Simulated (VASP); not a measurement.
Here is a VASP 6.6.1 calculation.

POSCAR

```
WS2
1.0
    3.1453360000      0.0000000000      0.0000000000
   -1.5726680000      2.7239410000      0.0000000000
    0.0000000000      0.0000000000     18.0000000000
W S
1 2
Direct
    0.3333330000      0.6666670000      0.5000000000
    0.6666670000      0.3333330000      0.5870620000
    0.6666670000      0.3333330000      0.4129380000
```

INCAR.step1

```
SYSTEM = WS2
  PREC = Accurate
  ENCUT = 520
  ISMEAR = -1
  SIGMA = 0.05
  LREAL = .False.
  LASPH = .True.
  NELM = 80
  NBANDS = 20
  GGA = PE
  ALGO = Normal
  EDIFF = 1E-4
  LWAVE = .True.
  LCHARG = .False.
```

File INCAR.step2:

```
SYSTEM = WS2
  PREC = Accurate
  ENCUT = 520
  EDIFF = 1E-6
  ISMEAR = -1
  SIGMA = 0.05
  LREAL = .False.
  LASPH = .True.
  NELM = 80
  ALGO = Normal
  ISIF = 2
  LWAVE = .False.
  LCHARG = .True.
  METAGGA = R2SCAN
  LMIXTAU = .True.
  LELF = .True.
  LVHAR = .True.
  NBANDS = 20
  ISTART = 1
```

File KPOINTS:

```
regular mesh
0
Gamma
  9 9 1
  0 0 0
```

Potentials or basis: VASP PAW PBE potentials, release 64 (W_sv, S).

The run is started by

```console
$ cat potpaw_PBE.64/W_sv/POTCAR potpaw_PBE.64/S/POTCAR > POTCAR
$ cp INCAR.step1 INCAR
$ mpirun -np 1 vasp_std > vasp.out
$ cp INCAR.step2 INCAR
$ mpirun -np 1 vasp_std > vasp.out
```

Task: What does it give for the largest force?

Result: 0.114 eV/Å.

Task: What does it give for the band gap on the k mesh?

Result: 2.08 eV, direct.

Forces on the atoms (eV/Å):
```
W    0.000  0.000  0.000
S    0.000  0.000  0.114
S    0.000  0.000 -0.114
```

Caveat: the PAW data sets were made with another functional, which shifts forces and pressure a little; spin-orbit coupling is left out, which moves the levels of the heavy elements.
